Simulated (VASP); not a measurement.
# Au (Im-3m) in VASP: further runs

Aim: see how the results for Au move with the level of theory and the settings. Levels: RPBE, revPBE. Tasks: single point.

Everything below comes from runs of VASP 6.6.1. Logs are shortened: lines on timing, memory, paths and dates and some standing lists are left out, and cuts for length are marked.

## Step 1: The cell of the first run

Symmetry: Im-3m, No. 229, cubic system. The conventional cell has a = 3.315 Å, b = 3.315 Å, c = 3.315 Å, α = 90.00°, β = 90.00°, γ = 90.00°. Within 3.8 Å of Au (site symmetry m-3m) lie 14 Au at 2.87 to 3.31 Å.

## Step 2: Single point, RPBE

INCAR

```
SYSTEM = Au
PREC = Accurate ; ENCUT = 520
EDIFF = 1E-7 ; ISMEAR = -1
SIGMA = 0.05 ; LREAL = .False.
LASPH = .True. ; NELM = 60
ALGO = Normal ; ISIF = 2
LWAVE = .False. ; LCHARG = .True.
GGA = RP ; LELF = .True.
LVHAR = .True. ; NBANDS = 12
```

KPOINTS

```
regular mesh
0
Gamma
  11 11 11
  0 0 0
```

POSCAR

```
Au
1.0
   -1.6572690000      1.6572690000      1.6572690000
    1.6572690000     -1.6572690000      1.6572690000
    1.6572690000      1.6572690000     -1.6572690000
Au
1
Direct
    0.0000000000      0.0000000000      0.0000000000
```

Potentials or basis: VASP PAW PBE potentials, release 64 (Au).

On the command line:

```console
> cat potpaw_PBE.64/Au/POTCAR > POTCAR
> mpirun -np 1 vasp_std > vasp.out
```

OUTCAR:

```text
SYSTEM = Au
   PREC = Accurate
   ENCUT = 520
   EDIFF = 1E-7
   ISMEAR = -1
   LREAL = .False.
   LASPH = .True.
   NELM = 60
   ISIF = 2
   GGA = RP

 ion  position               nearest neighbor table
   1  0.000  0.000  0.000-

  LATTYP: Found a body centered cubic cell.
 ALAT       =     3.3145380000

  Lattice vectors:

 A1 = (  -1.6572690000,   1.6572690000,   1.6572690000)
 A2 = (   1.6572690000,  -1.6572690000,   1.6572690000)
 A3 = (   1.6572690000,   1.6572690000,  -1.6572690000)

Analysis of symmetry for initial positions (statically):
=====================================================================
 Subroutine PRICEL returns:
 Original cell was already a primitive cell.

 Routine SETGRP: Setting up the symmetry group for a
 body centered cubic supercell.

 Subroutine GETGRP returns: Found 48 space group operations
 (whereof 48 operations were pure point group operations)
 out of a pool of 48 trial point group operations.

The static configuration has the point symmetry O_h .

Analysis of symmetry for dynamics (positions and initial velocities):
=====================================================================
 Subroutine PRICEL returns:
 Original cell was already a primitive cell.

 Routine SETGRP: Setting up the symmetry group for a
 body centered cubic supercell.

 Subroutine GETGRP returns: Found 48 space group operations
 (whereof 48 operations were pure point group operations)
 out of a pool of 48 trial point group operations.

The dynamic configuration has the point symmetry O_h .

 Subroutine INISYM returns: Found 48 space group operations
 (whereof 48 operations are pure point group operations),
 and found     1 'primitive' translations

----------------------------------------------------------------------------------------

                                     Primitive cell

  volume of cell :      18.2070

  direct lattice vectors                    reciprocal lattice vectors
    -1.657269000  1.657269000  1.657269000     0.000000000  0.301701172  0.301701172
     1.657269000 -1.657269000  1.657269000     0.301701172  0.000000000  0.301701172
     1.657269000  1.657269000 -1.657269000     0.301701172  0.301701172  0.000000000

  length of vectors
     2.870474110  2.870474110  2.870474110     0.426669890  0.426669890  0.426669890

[... 76 lines left out ...]
   ENCUT  =  520.0 eV  38.22 Ry    6.18 a.u.   5.34  5.34  5.34*2*pi/ulx,y,z
   NELM   =     60;   NELMIN=  2; NELMDL= -5     # of ELM steps
   EDIFF  = 0.1E-06   stopping-criterion for ELM
   LREAL  =      F    real-space projection
   EDIFFG = 0.1E-05   stopping-criterion for IOM
   NSW    =      0    number of steps for IOM
   IBRION =     -1    ionic relax: 0-MD 1-quasi-New 2-CG
   NFREE  =      0    steps in history (QN), initial steepest desc. (CG)
   ISIF   =      2    stress and relaxation
   ISYM   =      2    0-nonsym 1-usesym 2-fastsym
   POTIM  = 0.5000    time-step for ionic-motion
   TEBEG  =    0.0;   TEEND  =   0.0 temperature during run
   PSTRESS=    0.0 pullay stress
   NELECT =      11.0000    total number of electrons
   NUPDOWN=      -1.0000    fix difference up-down
   EMIN   =  10.00;   EMAX   =-10.00  energy-range for DOS
   EFERMI =   0.00;   METHOD = LEGACY
   ISMEAR =    -1;   SIGMA  =   0.05  broadening in eV -4-tet -1-fermi 0-gaus
   EFERMI_NEDOS =   21; number of points for ismear=-14 and -15
   IALGO  =     38    algorithm
   IMIX   =      4    mixing-type and parameters
     AMIX     =   0.40;   BMIX     =  1.00
     AMIX_MAG =   1.60;   BMIX_MAG =  1.00
  volume/ion in A,a.u.               =      18.21       122.87
  Fermi-wavevector in a.u.,A,eV,Ry     =   1.383968  2.615320 26.060157  1.915367
  Thomas-Fermi vector in A             =   2.508516
   LORBIT       =      0    0 simple, 1 ext, 2 COOP (PROOUT), +10 PAW based schemes
   GGA     = RP    functional components
   LHFCALC =     F    Hartree Fock is set to
   AEXX    =    0.0000 exact exchange contribution
   IVDW    =     0    specifies the selected vdW correction
   LEPSILON=     F    determine dielectric tensor
   LRPA    =     F    only Hartree local field effects (RPA)
 non-spin polarized calculation
  energy-cutoff  :      520.00
  volume of cell :       18.21
 maximum number of plane-waves:       498
 NGX is ok and might be reduce to    24
   NGX = 11   NGY = 11   NGZ = 11

 number of electron      10.9999998 magnetization

 Free energy of the ion-electron system (eV)
  ---------------------------------------------------
  ext. energy  EPLUGINS =         0.00000000
  ---------------------------------------------------
  free energy    TOTEN  =        -2.61176968 eV

  energy without entropy =       -2.60595915  energy(sigma->0) =       -2.60886441

 E-fermi :   8.4242     XC(G=0): -12.2292

 val. band max:        8.4193284634   @ k =  -0.3636   0.4545   0.0909
 cond. band min:       8.4268959367   @ k =  -0.3636   0.3636   0.2727
 fundamental gap:      0.0075674732
 Fermi energy:         8.4242381994

 k-point     1 :       0.0000    0.0000    0.0000
  band No.  band energies     occupation
      1      -0.6084      2.00000
      2       4.0081      2.00000
      3       4.0081      2.00000
      4       4.0081      2.00000
      5       5.7349      2.00000
      6       5.7349      2.00000
      7      25.0139      0.00000
      8      25.0139      0.00000
      9      25.0139      0.00000
     10      31.7406      0.00000
     11      31.7406      0.00000
     12      31.7406      0.00000
[... 331 lines left out ...]
 k-point    24 :       0.3636    0.1818    0.0909
  band No.  band energies     occupation
      1       2.7130      2.00000
      2       3.2065      2.00000
      3       4.7497      2.00000
      4       5.7836      2.00000
      5       5.9579      2.00000
      6      11.4607      0.00000
      7      11.7654      0.00000
      8      17.2385      0.00000
      9      19.8468      0.00000
     10      30.2336      0.00000
     11      31.8938      0.00000
     12      33.8568      0.00000

 [... further k-points ...]
[... 5 lines left out ...]
  --------------------------------------------------------------------------------------
  -------------------------------------------------------------------------------------
  Total        0.3072142      0.3072142      0.3072142      0.0000000      0.0000000      0.0000000
  in kB       27.0341554     27.0341554     27.0341554      0.0000000      0.0000000      0.0000000
  external PRESSURE =      27.0341554 kB  Pullay stress =       0.0000000 kB

 VOLUME and BASIS-vectors are now :
 -----------------------------------------------------------------------------
  energy-cutoff  :      520.00
  volume of cell :       18.21
      direct lattice vectors                 reciprocal lattice vectors
    -1.657269000  1.657269000  1.657269000     0.000000000  0.301701172  0.301701172
     1.657269000 -1.657269000  1.657269000     0.301701172  0.000000000  0.301701172
     1.657269000  1.657269000 -1.657269000     0.301701172  0.301701172  0.000000000

 POSITION                                       TOTAL-FORCE (eV/Angst)
 -----------------------------------------------------------------------------------
      0.00000      0.00000      0.00000        -0.000000      0.000000     -0.000000
 -----------------------------------------------------------------------------------
    total drift:                                0.000000      0.000000     -0.000000

  FREE ENERGIE OF THE ION-ELECTRON SYSTEM (eV)
  ---------------------------------------------------
  free  energy   TOTEN  =        -2.6117696782 eV

  energy  without entropy=       -2.6059591478  energy(sigma->0) =       -2.60886441
```

stdout:

```text
POSCAR found type information on POSCAR Au
 POSCAR found :  1 types and       1 ions
 scaLAPACK will be used
 -----------------------------------------------------------------------------
|                                                                             |
|                                                                             |
|     You enforced a specific xc type in the INCAR file but a different       |
|     I HOPE YOU KNOW WHAT YOU ARE DOING!                                     |
|                                                                             |
 -----------------------------------------------------------------------------

 LDA part: xc-table for (Slater+PW92), standard interpolation
 POSCAR, INCAR and KPOINTS ok, starting setup
 FFT: planning ... GRIDC
 FFT: planning ... GRID_SOFT
 FFT: planning ... GRID
 WAVECAR not read
 entering main loop
```

Run time: 12 s. Hardware: 1 thread of Intel Xeon 8259CL, shared host; peak memory 0.15 GiB.

Results:

* Free energy: -2.6118 eV
* Pressure: 2.7 GPa

Caveat: the PAW data sets were made with another functional, which shifts forces and pressure a little; spin-orbit coupling is left out, which moves the levels of the heavy elements.

## Step 3: Single point, revPBE

INCAR

```
PREC = Accurate
ENCUT = 520
EDIFF = 1E-7
ISMEAR = -1
SIGMA = 0.05
LREAL = False
LASPH = True
NELM = 100
ALGO = Normal
ISIF = 2
LWAVE = False
LCHARG = False
GGA = RE
NBANDS = 12
```

KPOINTS

```
Automatic mesh
0
Gamma
  11 11 11
```

POSCAR is that of step 2.

Potentials or basis: VASP PAW PBE potentials, release 64 (Au).

On the command line:

```console
> cat potpaw_PBE.64/Au/POTCAR > POTCAR
> mpirun -np 1 vasp_std > vasp.out
```

OUTCAR:

```text
PREC = Accurate
   ENCUT = 520
   EDIFF = 1E-7
   ISMEAR = -1
   LREAL = False
   LASPH = True
   NELM = 100
   ISIF = 2
   GGA = RE

 ion  position               nearest neighbor table
   1  0.000  0.000  0.000-

  LATTYP: Found a body centered cubic cell.
 ALAT       =     3.3145380000

  Lattice vectors:

 A1 = (  -1.6572690000,   1.6572690000,   1.6572690000)
 A2 = (   1.6572690000,  -1.6572690000,   1.6572690000)
 A3 = (   1.6572690000,   1.6572690000,  -1.6572690000)

Analysis of symmetry for initial positions (statically):
=====================================================================
 Subroutine PRICEL returns:
 Original cell was already a primitive cell.

 Routine SETGRP: Setting up the symmetry group for a
 body centered cubic supercell.

 Subroutine GETGRP returns: Found 48 space group operations
 (whereof 48 operations were pure point group operations)
 out of a pool of 48 trial point group operations.

The static configuration has the point symmetry O_h .

Analysis of symmetry for dynamics (positions and initial velocities):
=====================================================================
 Subroutine PRICEL returns:
 Original cell was already a primitive cell.

 Routine SETGRP: Setting up the symmetry group for a
 body centered cubic supercell.

 Subroutine GETGRP returns: Found 48 space group operations
 (whereof 48 operations were pure point group operations)
 out of a pool of 48 trial point group operations.

The dynamic configuration has the point symmetry O_h .

 Subroutine INISYM returns: Found 48 space group operations
 (whereof 48 operations are pure point group operations),
 and found     1 'primitive' translations

----------------------------------------------------------------------------------------

                                     Primitive cell

  volume of cell :      18.2070

  direct lattice vectors                    reciprocal lattice vectors
    -1.657269000  1.657269000  1.657269000     0.000000000  0.301701172  0.301701172
     1.657269000 -1.657269000  1.657269000     0.301701172  0.000000000  0.301701172
     1.657269000  1.657269000 -1.657269000     0.301701172  0.301701172  0.000000000

  length of vectors
     2.870474110  2.870474110  2.870474110     0.426669890  0.426669890  0.426669890

  position of ions in fractional coordinates (direct lattice)
     0.000000000  0.000000000  0.000000000

  ion indices of the primitive-cell ions
   primitive index   ion index
                 1           1

----------------------------------------------------------------------------------------

 KPOINTS: Automatic mesh

Automatic generation of k-mesh.
 Grid dimensions read from file:
 generate k-points for:   11   11   11

 Generating k-lattice:

  Cartesian coordinates                     Fractional coordinates (reciprocal lattice)
     0.000000000  0.027427379  0.027427379     0.090909091  0.000000000  0.000000000
     0.027427379  0.000000000  0.027427379     0.000000000  0.090909091  0.000000000
     0.027427379  0.027427379  0.000000000     0.000000000  0.000000000  0.090909091

  Length of vectors
     0.038788172  0.038788172  0.038788172

  Shift w.r.t. Gamma in fractional coordinates (k-lattice)
     0.000000000  0.000000000  0.000000000

 Subroutine IBZKPT returns following result:
 ===========================================

 Found     56 irreducible k-points:

 Following reciprocal coordinates:
            Coordinates               Weight
  0.000000  0.000000  0.000000      1.000000
  0.090909  0.000000  0.000000     12.000000
  0.181818  0.000000  0.000000     12.000000
  0.272727  0.000000  0.000000     12.000000
  0.363636  0.000000  0.000000     12.000000
  0.454545  0.000000  0.000000     12.000000
[... 16 lines left out ...]
  0.272727  0.181818  0.090909     48.000000
  0.363636  0.181818  0.090909     24.000000
 [... further k-points ...]
   k-points           NKPTS =     56   k-points in BZ     NKDIM =     56   number of bands    NBANDS=     12
   number of dos      NEDOS =    301   number of ions     NIONS =      1
   total plane-waves  NPLWV =  13824
   dimension x,y,z NGX =    24 NGY =   24 NGZ =   24
   dimension x,y,z NGXF=    48 NGYF=   48 NGZF=   48
   ions per type =               1
   NGX,Y,Z   is equivalent  to a cutoff of  13.90, 13.90, 13.90 a.u.
   NGXF,Y,Z  is equivalent  to a cutoff of  27.80, 27.80, 27.80 a.u.
 SYSTEM =  unknown system
   PREC   = accura    normal or accurate (medium, high low for compatibility)
   ISTART =      0    job   : 0-new  1-cont  2-samecut
   ICHARG =      2    charge: 1-file 2-atom 10-const
   ISPIN  =      1    spin polarized calculation?
   LNONCOLLINEAR =      F non collinear calculations
   LSORBIT =      F    spin-orbit coupling
   LASPH  =      T    aspherical Exc in radial PAW
   ENCUT  =  520.0 eV  38.22 Ry    6.18 a.u.   5.34  5.34  5.34*2*pi/ulx,y,z
   NELM   =    100;   NELMIN=  2; NELMDL= -5     # of ELM steps
   EDIFF  = 0.1E-06   stopping-criterion for ELM
   LREAL  =      F    real-space projection
   EDIFFG = 0.1E-05   stopping-criterion for IOM
   NSW    =      0    number of steps for IOM
   IBRION =     -1    ionic relax: 0-MD 1-quasi-New 2-CG
   NFREE  =      0    steps in history (QN), initial steepest desc. (CG)
   ISIF   =      2    stress and relaxation
   ISYM   =      2    0-nonsym 1-usesym 2-fastsym
   POTIM  = 0.5000    time-step for ionic-motion
   TEBEG  =    0.0;   TEEND  =   0.0 temperature during run
   PSTRESS=    0.0 pullay stress
   NELECT =      11.0000    total number of electrons
   NUPDOWN=      -1.0000    fix difference up-down
   EMIN   =  10.00;   EMAX   =-10.00  energy-range for DOS
   EFERMI =   0.00;   METHOD = LEGACY
   ISMEAR =    -1;   SIGMA  =   0.05  broadening in eV -4-tet -1-fermi 0-gaus
   EFERMI_NEDOS =   21; number of points for ismear=-14 and -15
   IALGO  =     38    algorithm
   IMIX   =      4    mixing-type and parameters
     AMIX     =   0.40;   BMIX     =  1.00
     AMIX_MAG =   1.60;   BMIX_MAG =  1.00
  volume/ion in A,a.u.               =      18.21       122.87
  Fermi-wavevector in a.u.,A,eV,Ry     =   1.383968  2.615320 26.060157  1.915367
  Thomas-Fermi vector in A             =   2.508516
   LORBIT       =      0    0 simple, 1 ext, 2 COOP (PROOUT), +10 PAW based schemes
   GGA     = RE    functional components
   LHFCALC =     F    Hartree Fock is set to
   AEXX    =    0.0000 exact exchange contribution
   IVDW    =     0    specifies the selected vdW correction
   LEPSILON=     F    determine dielectric tensor
   LRPA    =     F    only Hartree local field effects (RPA)
 non-spin polarized calculation
  energy-cutoff  :      520.00
  volume of cell :       18.21
 maximum number of plane-waves:       498
 NGX is ok and might be reduce to    24
   NGX = 11   NGY = 11   NGZ = 11

 number of electron      10.9999998 magnetization

 Free energy of the ion-electron system (eV)
  ---------------------------------------------------
  ext. energy  EPLUGINS =         0.00000000
  ---------------------------------------------------
  free energy    TOTEN  =        -2.71366326 eV

  energy without entropy =       -2.70784145  energy(sigma->0) =       -2.71075236

 E-fermi :   8.3893     XC(G=0): -12.2558

 val. band max:        8.3852164701   @ k =  -0.3636   0.4545   0.0909
 cond. band min:       8.3898367480   @ k =  -0.3636   0.3636   0.2727
 fundamental gap:      0.0046202778
 Fermi energy:         8.3892940702

 k-point     1 :       0.0000    0.0000    0.0000
  band No.  band energies     occupation
      1      -0.6496      2.00000
      2       3.9787      2.00000
      3       3.9787      2.00000
      4       3.9787      2.00000
      5       5.7082      2.00000
      6       5.7082      2.00000
      7      24.9844      0.00000
      8      24.9844      0.00000
      9      24.9844      0.00000
     10      31.6936      0.00000
     11      31.6936      0.00000
     12      31.6936      0.00000

 k-point     2 :       0.0909    0.0000    0.0000
  band No.  band energies     occupation
      1      -0.3642      2.00000
      2       3.8934      2.00000
      3       3.9868      2.00000
      4       4.1725      2.00000
      5       5.6117      2.00000
      6       5.7143      2.00000
      7      24.8065      0.00000
      8      25.0050      0.00000
      9      25.3318      0.00000
     10      29.3853      0.00000
     11      29.6791      0.00000
     12      30.6668      0.00000
[... 316 lines left out ...]
 k-point    24 :       0.3636    0.1818    0.0909
  band No.  band energies     occupation
      1       2.6808      2.00000
      2       3.1757      2.00000
      3       4.7186      2.00000
      4       5.7567      2.00000
      5       5.9315      2.00000
      6      11.4204      0.00000
      7      11.7305      0.00000
      8      17.2011      0.00000
      9      19.8103      0.00000
     10      30.2033      0.00000
     11      31.8627      0.00000
     12      33.8241      0.00000

 [... further k-points ...]
[... 5 lines left out ...]
  --------------------------------------------------------------------------------------
  -------------------------------------------------------------------------------------
  Total        0.1846717      0.1846717      0.1846717      0.0000000      0.0000000      0.0000000
  in kB       16.2506946     16.2506946     16.2506946      0.0000000      0.0000000      0.0000000
  external PRESSURE =      16.2506946 kB  Pullay stress =       0.0000000 kB

 VOLUME and BASIS-vectors are now :
 -----------------------------------------------------------------------------
  energy-cutoff  :      520.00
  volume of cell :       18.21
      direct lattice vectors                 reciprocal lattice vectors
    -1.657269000  1.657269000  1.657269000     0.000000000  0.301701172  0.301701172
     1.657269000 -1.657269000  1.657269000     0.301701172  0.000000000  0.301701172
     1.657269000  1.657269000 -1.657269000     0.301701172  0.301701172  0.000000000

 POSITION                                       TOTAL-FORCE (eV/Angst)
 -----------------------------------------------------------------------------------
      0.00000      0.00000      0.00000         0.000000      0.000000      0.000000
 -----------------------------------------------------------------------------------
    total drift:                               -0.000000      0.000000      0.000000

  FREE ENERGIE OF THE ION-ELECTRON SYSTEM (eV)
  ---------------------------------------------------
  free  energy   TOTEN  =        -2.7136632596 eV

  energy  without entropy=       -2.7078414511  energy(sigma->0) =       -2.71075236
```

Wall time 11 s (1 thread of Intel Xeon 8259CL, shared host); peak memory 0.14 GiB.

Results:

```yaml
Free_energy: -2.7137 eV
Pressure: 1.6 GPa
```

Caveat: the PAW data sets were made with another functional, which shifts forces and pressure a little; spin-orbit coupling is left out, which moves the levels of the heavy elements.
